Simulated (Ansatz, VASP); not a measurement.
**AlCu6 in VASP and in Ansatz**

```
CELL_PARAMETERS angstrom
6.84501 0.00000 0.00000
-3.42251 5.92795 0.00000
0.00000 0.00000 4.22469
ATOMIC_POSITIONS crystal
Al 0.66667 0.33333 0.75000
Al 0.33333 0.66667 0.25000
Cu 0.38091 0.47535 0.75000
Cu 0.95397 0.19071 0.75000
Cu 0.52465 0.90557 0.75000
Cu 0.23674 0.04603 0.75000
Cu 0.09443 0.61909 0.75000
Cu 0.80929 0.76326 0.75000
Cu 0.90557 0.38091 0.25000
Cu 0.76326 0.95397 0.25000
Cu 0.47535 0.09443 0.25000
Cu 0.19071 0.23674 0.25000
Cu 0.04603 0.80929 0.25000
Cu 0.61909 0.52465 0.25000
```

Alike in both runs: functional PBE; k mesh 3 × 3 × 4; occupations gaussian, width 0.2 eV; no spin polarisation.

Ansatz relaxed the structure, and its values are those at the end. VASP's run is a single point on that final structure, the one shown.

```csv
,VASP,Ansatz
version,VASP 6.6.1,Ansatz 0.2.0
potentials or method,"VASP PAW PBE potentials, release 64 (Al, Cu), cutoff 520 eV","scalar-relativistic, plane waves, PAW"
valence electrons in the cell,138,234
```

|  | VASP | Ansatz | Ansatz less VASP |
| --- | --- | --- | --- |
| gap on the k mesh at the Fermi level (eV) | none | none | - |
| pressure (GPa) | 0.6 | 0.1 | -0.46 |
| rms of the force components (eV/Å) | 0.004 | 0.005 | +0.0010 |

A gap of «none» marks a metal or a gap that the smearing closes. VASP's potentials hold 138 valence electrons a cell and Ansatz's 234, so a difference there can come from the potentials and not from the codes.

The k mesh is coarse, so the values compare programs but aren't converged.
